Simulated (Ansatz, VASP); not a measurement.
**BeS: VASP beside Ansatz**

Contents of POSCAR:

```
BeS
1.0
    3.4621569455      0.0000000000      0.0000000000
   -1.7310784727      2.9983158667      0.0000000000
    0.0000000000      0.0000000000      6.9924335875
Be S
2 2
Direct
    0.3333333333      0.6666666667      0.2500000000
    0.6666666667      0.3333333333      0.7500000000
    0.6666666667      0.3333333333      0.2500000000
    0.3333333333      0.6666666667      0.7500000000
```

The input INCAR.step1:

```
SYSTEM = BeS
PREC = Accurate ; ENCUT = 520
ISMEAR = 0 ; SIGMA = 0.01
LREAL = .False. ; LASPH = .True.
NELM = 80 ; NBANDS = 16
GGA = PE ; ALGO = Normal
EDIFF = 1E-4 ; LWAVE = .True.
LCHARG = .False.
```

Contents of INCAR.step2:

```
SYSTEM = BeS
PREC = Accurate ; ENCUT = 520
EDIFF = 1E-6 ; ISMEAR = 0
SIGMA = 0.01 ; LREAL = .False.
LASPH = .True. ; NELM = 80
ALGO = Normal ; ISIF = 2
LWAVE = .False. ; LCHARG = .False.
METAGGA = R2SCAN ; LMIXTAU = .True.
NBANDS = 16 ; ISTART = 1
```

The input KPOINTS:

```
regular mesh
0
Gamma
  12 12 4
  0 0 0
```

Input for Ansatz:

```yaml
crystal:
  lattice:
    - [3.4621569455, 0.0, 0.0]
    - [-1.7310784727, 2.9983158667, 0.0]
    - [0.0, 0.0, 6.9924335875]
  atoms:
    - { symbol: Be, position: [0.3333333333, 0.6666666667, 0.25] }
    - { symbol: Be, position: [0.6666666667, 0.3333333333, 0.75] }
    - { symbol: S, position: [0.6666666667, 0.3333333333, 0.25] }
    - { symbol: S, position: [0.3333333333, 0.6666666667, 0.75] }
kpoints:
  mp_grid: { grid: [12, 12, 4] }
  band_path:
    path:
      - [0.0, 0.0, 0.0]
      - [0.5, 0.0, 0.0]
      - [0.3333333333, 0.3333333333, 0.0]
      - [0.0, 0.0, 0.5]
      - [0.5, 0.0, 0.5]
      - [0.3333333333, 0.3333333333, 0.5]
      - [0.223958, 0.223958, 0.0]
      - [0.0, -0.5, 0.320313]
      - [0.0, -0.5, 0.25]
    npoints: 1
hamiltonian:
  xc: r2scan
scf:
  occupations: { method: fixed }
  n_extra_bands: 5
output:
  forces: true
  stress: true
  eigenvalues: true
```

Alike in both runs: task single point; functional r2SCAN; k mesh 12 × 12 × 4; no spin polarisation.

|  | VASP | Ansatz |
| --- | --- | --- |
| version | VASP 6.6.1 | Ansatz 0.2.0 |
| potentials or method | VASP PAW PBE potentials, release 64 (Be, S) | plane waves, PAW |
| plane-wave cutoff (eV) | 520 | 500 |
| occupations | gaussian, width 0.01 eV | fixed |
| valence electrons in the cell | 16 | 16 |

Ansatz gave:

| Quantity | Value |
| --- | --- |
| gap on the k mesh at the Fermi level (eV) | 4.43 |
| pressure (GPa) | 0.0 |
| traceless stress, the component that is largest in VASP (GPa) | 0.03 |

Q: Which values does VASP return?

A: gap on the k mesh at the Fermi level (eV): 4.45; pressure (GPa): -0.1; traceless stress, the component that is largest in VASP (GPa): 0.08.

VASP's potentials were made for PBE, not for r2SCAN.
